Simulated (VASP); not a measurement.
## W16C: single point with PBE

W16C, a slab with vacuum:

```
W C
1.0
     6.36740    0.00000    0.00000
     0.00000    6.36740    0.00000
     0.00000    0.00000   20.14258
W C
16 1
Direct
  0.25000 0.25000 0.19858
  0.25000 0.75000 0.19858
  0.75000 0.25000 0.19858
  0.75000 0.75000 0.19858
  0.00000 0.00000 0.27761
  0.00000 0.50000 0.27761
  0.50000 0.00000 0.27761
  0.50000 0.50000 0.27761
  0.25000 0.25000 0.35995
  0.25000 0.75000 0.35995
  0.75000 0.25000 0.35995
  0.75000 0.75000 0.35995
  0.00000 0.00000 0.42907
  0.00000 0.50000 0.42907
  0.50000 0.00000 0.42907
  0.50000 0.50000 0.42907
  0.12500 0.25000 0.47138
```

```yaml
Program: VASP 6.6.1
Task: single point
Functional: PBE
Potentials_or_basis: VASP PAW PBE potentials, release 64 (W_sv, C)
Cutoff: 520 eV
k_mesh: 4 × 4 × 1
Occupations: gaussian, width 0.1 eV
Spin: no spin polarisation
```

| Quantity | Value |
| --- | --- |
| Largest force | 2.231 eV/Å |
| Band gap on the k mesh | zero (bands 114 and 115 overlap by 0.20 eV) |

Forces in eV/Å, atoms in the order of the input:
```
W    0.038  0.000  2.209
W    0.046  0.000  2.008
W   -0.115  0.000  2.061
W    0.023  0.000  2.122
W    0.009 -0.078 -2.022
W    0.009  0.078 -2.022
W    0.177 -0.083 -2.222
W    0.177  0.083 -2.222
W    0.654  0.000 -0.853
W    0.513  0.000 -0.536
W   -0.843  0.000 -0.766
W   -1.286  0.000 -0.758
W   -0.749  0.428  1.283
W   -0.749 -0.428  1.283
W   -0.025  0.314  0.190
W   -0.025 -0.314  0.190
C    2.145  0.000  0.055
```

Levels at points of the mesh, in eV from the Fermi level:
```tsv
k point	band 113	band 114	band 115	band 116	band 117	band 118
(0.00, 0.00, 0.00)	0.09	0.09	0.35	0.49	0.63	0.84
(0.50, 0.00, 0.00)	-0.15	-0.13	-0.05	0.29	0.63	0.72
(0.00, 0.50, 0.00)	-0.14	-0.10	-0.06	0.03	0.53	0.77
(0.50, 0.50, 0.00)	-0.14	-0.05	-0.04	-0.03	-0.02	0.28
```

Wall time 36 min on 1 thread of Oxide Virtual Turin-like Processor, on a shared host, peak memory 1 GiB.

Caveat: spin-orbit coupling is left out, which moves the levels of the heavy elements.
